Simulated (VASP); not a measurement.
# CuSi24O48 (a cell with a defect) in VASP: single point with r2SCAN

Aim: the single point of CuSi24O48 (a cell with a defect) with r2SCAN.

Everything below comes from runs of VASP 6.6.1. Logs are shortened: lines on timing, memory, paths and dates and some standing lists are left out, and cuts for length are marked.

## (1) The cell of the first run

The cell holds a defect, 73 atoms: a = 10.042 Å, b = 10.042 Å, c = 11.019 Å, α = 90.00°, β = 90.00°, γ = 120.00°.

## (2) Single point, r2SCAN, collinear spin

POSCAR

```
CuSi24O48
1.0
   10.0416380600      0.0000000000      0.0000000000
   -5.0208190300      8.6963136500      0.0000000000
    0.0000000000      0.0000000000     11.0185484200
Si O Cu
24 48 1
Direct
   -0.0071899800      0.2351662500      0.1640133000
    0.2556283500      0.2594395700      0.0032909700
    0.2506627600     -0.0037027000      0.3340756500
    0.0077281500      0.2425787500      0.6697614600
    0.2738890600      0.2724464200      0.5020796400
    0.2376575800      0.0067559000      0.8291201500
    0.0016540900      0.7441630800      0.1699183500
    0.2600817700      0.7675767600     -0.0022368200
    0.2352911900      0.4966123300      0.3294502900
   -0.0011522800      0.7426797400      0.6638173400
    0.2608089300      0.7538115200      0.5012359400
    0.2346000900      0.5004664900      0.8402281500
    0.5010983300      0.2341004500      0.1616850900
    0.7658999600      0.2661610200     -0.0064738700
    0.7266265400     -0.0014334900      0.3316380600
    0.5063155300      0.2489094700      0.6692055100
    0.7653516200      0.2615604500      0.5043585900
    0.7448146200      0.0040360500      0.8303940500
    0.4941413400      0.7426676600      0.1644274700
    0.7629079100      0.7693781900      0.0045158200
    0.7396631700      0.4930756900      0.3324284100
    0.4992749400      0.7332824600      0.6720250700
    0.7498221600      0.7456898000      0.4996593900
    0.7404584300      0.5077171200      0.8359303200
    0.0745886200      0.3688564800      0.2669352600
    0.3050222200      0.4242274600      0.4263445400
    0.1186595500      0.1968461600      0.1047182900
    0.2284748100      0.1260528700      0.4082022900
    0.4146316400      0.2894758900      0.0665936600
    0.3766359800      0.0736818700      0.2264754100
    0.0759671200      0.3742935800      0.7749358600
    0.2847994900      0.4211839700      0.9461761200
    0.1532687400      0.2292271300      0.6164562800
    0.2049246400      0.1320318600      0.8956957600
    0.4367470700      0.3100105800      0.5634668100
    0.3733014800      0.0884169100      0.7280442200
    0.0841872000      0.8755903700      0.2751896200
    0.3048183900      0.9135610700      0.4323661200
    0.1294141800      0.7160259300      0.1028843900
    0.1999660500      0.6169175800      0.4011644200
    0.4209007800      0.7995306300      0.0584106200
    0.3631408500      0.5813864600      0.2232581100
    0.0796288200      0.8812581000      0.7623384700
    0.2898659200      0.9243189100      0.9308862500
    0.1259032900      0.7096921200      0.6012322600
    0.2021295300      0.6302772500      0.8981334000
    0.4161257600      0.7808457500      0.5681344400
    0.3741232800      0.5785202200      0.7417503400
    0.5843021300      0.3648198500      0.2655666300
    0.8007006600      0.4169376800      0.4322476800
    0.6262535200      0.2045535200      0.0918857100
    0.6957905100      0.1191381200      0.4077257100
    0.9244643700      0.2987583200      0.0590376200
    0.8474186000      0.0762830500      0.2174505100
    0.5795969200      0.3788487200      0.7753558300
    0.7984267900      0.4284529300      0.9356179000
    0.6373322700      0.2186446800      0.6103683000
    0.7158710500      0.1367187700      0.8875746600
    0.9260677200      0.2949354200      0.5670643000
    0.8816634500      0.0783406100      0.7288636700
    0.5638038300      0.8732716500      0.2702610300
    0.7723579700      0.8975347700      0.4251389000
    0.6271644200      0.7152699100      0.1055277400
    0.6956014300      0.6086133100      0.4015730000
    0.9209229100      0.8020279400      0.0713906500
    0.8744852700      0.5840770800      0.2324028600
    0.5857023600      0.8750626500      0.7672041000
    0.7955887700      0.9273912000      0.9379836000
    0.6238520100      0.6975452400      0.6071680200
    0.7108002300      0.6347970000      0.9027237400
    0.9162746700      0.7916582800      0.5586420900
    0.8710816100      0.5867239800      0.7307688800
    0.0001800500      0.0867358800      0.4171696200
```

INCAR.step1

```
SYSTEM = CuSi24O48
ALGO     = Normal         ! electronic algorithm
EDIFF    = 1E-5           ! SCF threshold, eV
ENCUT    = 580            ! plane-wave cutoff, eV
GGA      = PE             ! functional
GGA_COMPAT= .False.      
ISMEAR   = -1             ! smearing method
ISPIN    = 2              ! spin polarisation
LASPH    = .True.         ! aspherical terms in the spheres
LCHARG   = .False.        ! write CHGCAR
LMAXMIX  = 4              ! l up to which the mixer works
LREAL    = Auto         
LWAVE    = .True.         ! write WAVECAR
MAGMOM   = 0 0 0 0 0 0 0 0 0 0 0 0 0 0 0 0 0 0 0 0 0 0 0 0 0.02 0.02 0 0.05 0 0 0 0 0.04 0 0 0 0 0 0 0 0 0 0 0 0 0 0 0 0 0 0 0.02 0 0.04 0 0 0 0 0.02 0 0 0.05 0 0 0 0 0 0 0 0 0 0 0.08 ! initial moments
NBANDS   = 244            ! bands
NCORE    = 4            
NELM     = 200            ! most SCF steps
NUPDOWN  = 1.0            ! fixed moment
PREC     = Accurate       ! precision mode
SIGMA    = 0.01           ! smearing width, eV
```

INCAR.step2

```
SYSTEM = CuSi24O48
ALGO     = Normal         ! electronic algorithm
EDIFF    = 1E-6           ! SCF threshold, eV
ENCUT    = 580            ! plane-wave cutoff, eV
GGA_COMPAT= .False.      
ISIF     = 2              ! what is computed and relaxed
ISMEAR   = -1             ! smearing method
ISPIN    = 2              ! spin polarisation
ISTART   = 1            
LASPH    = .True.         ! aspherical terms in the spheres
LCHARG   = .True.         ! write CHGCAR
LELF     = .True.         ! ELF
LMAXMIX  = 4              ! l up to which the mixer works
LMIXTAU  = .True.       
LORBIT   = 11             ! projections on sites
LREAL    = Auto         
LVHAR    = .True.       
LWAVE    = .False.        ! write WAVECAR
MAGMOM   = 0 0 0 0 0 0 0 0 0 0 0 0 0 0 0 0 0 0 0 0 0 0 0 0 0.02 0.02 0 0.05 0 0 0 0 0.04 0 0 0 0 0 0 0 0 0 0 0 0 0 0 0 0 0 0 0.02 0 0.04 0 0 0 0 0.02 0 0 0.05 0 0 0 0 0 0 0 0 0 0 0.08 ! initial moments
METAGGA  = R2SCAN         ! meta-GGA
NBANDS   = 244            ! bands
NCORE    = 4            
NELM     = 200            ! most SCF steps
NUPDOWN  = 1.0            ! fixed moment
PREC     = Accurate       ! precision mode
SIGMA    = 0.01           ! smearing width, eV
```

KPOINTS

```
k-points
0
Gamma
  1 1 1
  0 0 0
```

Potentials or basis: VASP PAW PBE potentials, release 64 (Si, O, Cu).

Started as:

```sh
cat potpaw_PBE.64/Si/POTCAR potpaw_PBE.64/O/POTCAR potpaw_PBE.64/Cu/POTCAR > POTCAR
cp INCAR.step1 INCAR
mpirun -np 4 vasp_gam > vasp.out
cp INCAR.step2 INCAR
mpirun -np 4 vasp_gam > vasp.out
```

OUTCAR:

```text
SYSTEM = CuSi24O48
   EDIFF = 1E-6
   ENCUT = 580
   ISIF = 2
   ISMEAR = -1
   ISPIN = 2
   ISTART = 1
   LASPH = .True.
   LORBIT = 11
   LREAL = Auto
   METAGGA = R2SCAN
   NELM = 200
   NUPDOWN = 1.0
   PREC = Accurate

 ion  position               nearest neighbor table
   1  0.993  0.235  0.164-  53 1.63  27 1.63  25 1.63  54 1.64   2 3.09  14 3.09   9 3.12  15 3.14

   2  0.256  0.259  0.003-  32 1.63  29 1.63  34 1.63  27 1.63   1 3.09  12 3.11   6 3.11  13 3.13

   3  0.251  0.996  0.334-  38 1.62  30 1.62  37 1.63  28 1.64  11 3.10   7 3.10  13 3.10
   4  0.008  0.243  0.670-  31 1.63  60 1.63  59 1.63  33 1.64  18 3.08  12 3.09  17 3.12   5 3.14

   5  0.274  0.272  0.502-  26 1.62  35 1.63  33 1.65  28 1.66  73 2.60  16 3.07   9 3.12   4 3.14

   6  0.238  0.007  0.829-  34 1.63  43 1.63  36 1.63  44 1.63   2 3.11  16 3.12  10 3.12   8 3.13
[... 29 lines left out ...]
  21  0.740  0.493  0.332-  49 1.62  64 1.62  50 1.62  66 1.63  23 3.10  17 3.11  13 3.13   7 3.14

  22  0.499  0.733  0.672-  48 1.62  47 1.62  67 1.63  69 1.63  23 3.10  12 3.12  11 3.13  18 3.13

  23  0.750  0.746  0.500-  64 1.62  69 1.62  71 1.63  62 1.64  21 3.10  10 3.10  22 3.10
  24  0.740  0.508  0.836-  70 1.62  55 1.62  56 1.63  72 1.63  16 3.09  14 3.10  10 3.13  20 3.13

  25  0.075  0.369  0.267-   9 1.63   1 1.63
  26  0.305  0.424  0.426-   5 1.62   9 1.63
  27  0.119  0.197  0.105-   1 1.63   2 1.63
  28  0.228  0.126  0.408-   3 1.64   5 1.66  73 2.13
  29  0.415  0.289  0.067-  13 1.63   2 1.63
  30  0.377  0.074  0.226-   3 1.62  13 1.63
  31  0.076  0.374  0.775-  12 1.63   4 1.63
  32  0.285  0.421  0.946-   2 1.63  12 1.63
  33  0.153  0.229  0.616-   4 1.64   5 1.65
  34  0.205  0.132  0.896-   6 1.63   2 1.63
[... 25 lines left out ...]
  60  0.882  0.078  0.729-   4 1.63  18 1.63
  61  0.564  0.873  0.270-  19 1.63  15 1.63
  62  0.772  0.898  0.425-  23 1.64  15 1.66  73 2.12
  63  0.627  0.715  0.106-  19 1.63  20 1.63
  64  0.696  0.609  0.402-  23 1.62  21 1.62
  65  0.921  0.802  0.071-   7 1.63  20 1.63
  66  0.874  0.584  0.232-   7 1.62  21 1.63
  67  0.586  0.875  0.767-  22 1.63  18 1.63
  68  0.796  0.927  0.938-  20 1.63  18 1.63
  69  0.624  0.698  0.607-  23 1.62  22 1.63
  70  0.711  0.635  0.903-  24 1.62  20 1.63
  71  0.916  0.792  0.559-  23 1.63  10 1.64
  72  0.871  0.587  0.731-  10 1.62  24 1.63
  73  0.000  0.087  0.417-  62 2.12  28 2.13   5 2.60  15 2.60

  LATTYP: Found a hexagonal cell.
 ALAT       =    10.0416380600
 C/A-ratio  =     1.0972859562

  Lattice vectors:

 A1 = (  10.0416380600,   0.0000000000,   0.0000000000)
 A2 = (  -5.0208190300,   8.6963136500,   0.0000000000)
 A3 = (   0.0000000000,   0.0000000000,  11.0185484200)

Analysis of symmetry for initial positions (statically):
=====================================================================
 Subroutine PRICEL returns:
 Original cell was already a primitive cell.

 Routine SETGRP: Setting up the symmetry group for a
 hexagonal supercell.

 Subroutine GETGRP returns: Found  1 space group operations
 (whereof  1 operations were pure point group operations)
 out of a pool of 24 trial point group operations.

The static configuration has the point symmetry C_1 .

[... 266 lines left out ...]
  Fermi-wavevector in a.u.,A,eV,Ry     =   1.216706  2.299242 20.141719  1.480375
  Thomas-Fermi vector in A             =   2.352051
   LORBIT       =     11    0 simple, 1 ext, 2 COOP (PROOUT), +10 PAW based schemes
   METAGGA = R2SCAN    functional components
   LHFCALC =     F    Hartree Fock is set to
   AEXX    =    0.0000 exact exchange contribution
   IVDW    =     0    specifies the selected vdW correction
   LEPSILON=     F    determine dielectric tensor
   LRPA    =     F    only Hartree local field effects (RPA)
 spin polarized calculation
  energy-cutoff  :      580.00
  volume of cell :      962.20
 maximum number of plane-waves:     15250
 NGX is ok and might be reduce to    80
   NGX = 39   NGY = 39   NGZ = 43

 number of electron     395.0000012 magnetization       0.9999999

 Free energy of the ion-electron system (eV)
  ---------------------------------------------------
  ext. energy  EPLUGINS =         0.00000000
  ---------------------------------------------------
  free energy    TOTEN  =      -721.49758724 eV

  energy without entropy =     -721.49758724  energy(sigma->0) =     -721.49758724

 E-fermi :   3.4188     XC(G=0):  -9.5266

 val. band max:        5.1954162682   @ k =   0.0000   0.0000   0.0000
 cond. band min:       5.9960567337   @ k =   0.0000   0.0000   0.0000
 fundamental gap:      0.8006404656
 Fermi energy:         5.4875259310

 spin component 1

 k-point     1 :       0.0000    0.0000    0.0000
  band No.  band energies     occupation
      1     -19.9338      1.00000
      2     -19.5838      1.00000
      3     -19.5231      1.00000
      4     -19.4788      1.00000
      5     -19.4495      1.00000
      6     -19.4305      1.00000
[... 201 lines left out ...]
    208       9.6541      0.00000
    209       9.6724      0.00000
 Fermi energy:         3.4188264127

 spin component 2

 k-point     1 :       0.0000    0.0000    0.0000
  band No.  band energies     occupation
      1     -19.9193      1.00000
      2     -19.5497      1.00000
      3     -19.5090      1.00000
      4     -19.4675      1.00000
      5     -19.4320      1.00000
      6     -19.4267      1.00000
[... 201 lines left out ...]
    208       9.6932      0.00000
    209       9.6982      0.00000
 [bands above 209 left out]

------------------------ aborting loop because EDIFF is reached ----------------------------------------

  FORCE on cell =-STRESS in cart. coord.  units (eV):
  Direction    XX          YY          ZZ          XY          YZ          ZX
  --------------------------------------------------------------------------------------
  -------------------------------------------------------------------------------------
  Total      -28.7855132    -26.5438234    -27.7392933     -2.0584220      0.8310008      1.5192341
  in kB      -47.9314332    -44.1987430    -46.1893480     -3.4275268      1.3837190      2.5297124
  external PRESSURE =     -46.1065081 kB  Pullay stress =       0.0000000 kB

 VOLUME and BASIS-vectors are now :
 -----------------------------------------------------------------------------
  energy-cutoff  :      580.00
  volume of cell :      962.20
      direct lattice vectors                 reciprocal lattice vectors
    10.041638060  0.000000000  0.000000000     0.099585346  0.057495626  0.000000000
    -5.020819030  8.696313650  0.000000000     0.000000000  0.114991253  0.000000000
     0.000000000  0.000000000 11.018548420     0.000000000  0.000000000  0.090756056

 POSITION                                       TOTAL-FORCE (eV/Angst)
 -----------------------------------------------------------------------------------
      8.78871      2.04508      1.80719        -0.041426     -0.010746      0.014614
      1.26433      2.25617      0.03626         0.012197      0.026276      0.002673
     -2.48516      8.66411      3.68103        -0.026922      0.068689      0.078294
     -1.14034      2.10954      7.37980         0.024492      0.034741     -0.007694
      1.38239      2.36928      5.53219         0.008226      0.016883     -0.057971
      2.35255      0.05875      9.13570        -0.040213      0.005815     -0.005713
[... 65 lines left out ...]
      5.80125      5.10234      8.05201        -0.153868      0.193083      0.108106
     -0.43368      0.75428      4.59660         0.025707     -0.036860      0.004577
 -----------------------------------------------------------------------------------
    total drift:                               -0.014689      0.004834      0.000063

  FREE ENERGIE OF THE ION-ELECTRON SYSTEM (eV)
  ---------------------------------------------------
  free  energy   TOTEN  =      -721.4975872368 eV

  energy  without entropy=     -721.4975872368  energy(sigma->0) =     -721.49758724

 total charge

# of ion       s       p       d       tot
------------------------------------------
    1        0.623   0.961   0.000   1.583
    2        0.624   0.968   0.000   1.591
    3        0.626   0.970   0.000   1.595
    4        0.623   0.961   0.000   1.583
    5        0.617   0.946   0.000   1.563
    6        0.623   0.969   0.000   1.592
[... 65 lines left out ...]
   72        1.549   3.715   0.000   5.265
   73        0.408   0.164   9.384   9.956
--------------------------------------------------
tot         89.810 201.466   9.384 300.660

 magnetization (x)

# of ion       s       p       d       tot
------------------------------------------
    1        0.000  -0.001   0.000  -0.001
    2        0.001   0.000   0.000   0.001
    3        0.003   0.002   0.000   0.005
    4        0.000  -0.001   0.000  -0.001
    5        0.002   0.003   0.000   0.005
    6        0.000   0.000   0.000   0.000
[... 65 lines left out ...]
   72        0.000  -0.000   0.000   0.000
   73        0.230   0.029  -0.032   0.226
--------------------------------------------------
tot          0.328   0.206  -0.032   0.502
```

Run time: 15 min. Hardware: 4 MPI ranks of Intel Xeon Platinum 8375C at 2.90GHz (Ice Lake), shared host; peak memory 0.57 GiB.

Results:

* Free energy: -721.4976 eV
* Pressure: -4.6 GPa
* Largest force: 0.306 eV/Å
* Net moment: 1.00 μB per cell
* Site moments: Si -0.00, +0.00, +0.01 (each value once); O +0.02, +0.01, +0.00, +0.04, +0.03 (each value once); Cu +0.23 μB
* Valence electrons inside the program's atomic spheres: Si 1.58, 1.59, 1.56, 1.60 (each value once); O 5.25, 5.24, 5.26, 5.27 (each value once); Cu 9.96

Forces in eV/Å, atoms in the order of the input:
```
Si  -0.041 -0.011  0.015
Si   0.012  0.026  0.003
Si  -0.027  0.069  0.078
Si   0.024  0.035 -0.008
Si   0.008  0.017 -0.058
Si  -0.040  0.006 -0.006
Si   0.014 -0.037  0.011
Si   0.019  0.023  0.001
Si  -0.041 -0.031 -0.006
Si   0.024 -0.030 -0.015
Si   0.027  0.034 -0.021
Si  -0.040 -0.009 -0.003
Si   0.011 -0.035  0.027
Si   0.027  0.029  0.002
Si  -0.017 -0.004  0.054
Si   0.030 -0.009 -0.022
Si   0.042  0.014 -0.005
Si  -0.029  0.005 -0.003
Si  -0.006 -0.017  0.028
Si   0.011  0.041  0.010
Si  -0.040 -0.004  0.023
Si   0.029 -0.020 -0.027
Si  -0.046  0.067 -0.082
Si  -0.032 -0.008 -0.001
O    0.247 -0.027 -0.160
O   -0.190 -0.161 -0.066
O   -0.086  0.260 -0.122
O    0.195 -0.045  0.043
O   -0.072 -0.239  0.086
O   -0.157  0.194  0.127
O    0.282 -0.032 -0.093
O   -0.143 -0.199 -0.141
O   -0.141  0.130 -0.143
O    0.244  0.032  0.121
O   -0.071 -0.254  0.148
O   -0.156  0.190  0.128
O    0.242 -0.032 -0.119
O   -0.202 -0.205 -0.102
O   -0.091  0.230 -0.106
O    0.260  0.076  0.091
O   -0.113 -0.243  0.120
O   -0.125  0.198  0.122
O    0.244 -0.056 -0.086
O   -0.163 -0.179 -0.098
O   -0.084  0.220 -0.104
O    0.255  0.055  0.125
O   -0.084 -0.214  0.122
O   -0.175  0.185  0.080
O    0.226 -0.035 -0.123
O   -0.198 -0.185 -0.089
O   -0.074  0.246 -0.079
O    0.226  0.084  0.064
O   -0.110 -0.263  0.092
O   -0.043  0.184  0.146
O    0.265 -0.022 -0.122
O   -0.176 -0.196 -0.127
O   -0.109  0.208 -0.123
O    0.242  0.025  0.139
O   -0.091 -0.233  0.158
O   -0.178  0.205  0.121
O    0.250 -0.062 -0.151
O   -0.062 -0.184 -0.039
O   -0.087  0.229 -0.128
O    0.280  0.069  0.099
O   -0.074 -0.241  0.087
O   -0.148  0.184  0.106
O    0.246 -0.056 -0.086
O   -0.149 -0.198 -0.122
O   -0.090  0.227 -0.121
O    0.235  0.051  0.099
O   -0.087 -0.230  0.119
O   -0.154  0.193  0.108
Cu   0.026 -0.037  0.005
```

Caveat: the k points lie up to 0.72 Å⁻¹ apart; the PAW data sets were made with another functional, which shifts forces and pressure a little; the total moment is fixed, so each spin has its own Fermi level and the state may be an excited one.
